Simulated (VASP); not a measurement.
Input of a VASP 6.6.1 run:

INCAR

```
  ALGO = Normal
  EDIFF = 1E-6
  ENCUT = 520
  GGA = PS
  ISIF = 2
  ISMEAR = 0
  LASPH = True
  LCHARG = False
  LREAL = False
  LWAVE = False
  NBANDS = 7
  NELM = 60
  PREC = Accurate
  SIGMA = 0.05
```

KPOINTS

```
k-points
0
Gamma
  10 10 10
```

The input POSCAR:

```
Mg
1.0
    0.0000000000      2.2442560000      2.2442560000
    2.2442560000      0.0000000000      2.2442560000
    2.2442560000      2.2442560000      0.0000000000
Mg
1
Direct
    0.0000000000      0.0000000000      0.0000000000
```

Potentials or basis: VASP PAW PBE potentials, release 64 (Mg).

Launch:

```console
$ cat potpaw_PBE.64/Mg/POTCAR > POTCAR
$ mpirun -np 1 vasp_std > vasp.out
```

Q: What does it give for the band gap on the k mesh?

A: Zero (band 1 reaches 3.51 eV, above the bottom of band 2 at 1.38 eV).

Q: Estimate the pressure.

A: 0.1 GPa.

Caveat: the PAW data sets were made with another functional, which shifts forces and pressure a little.
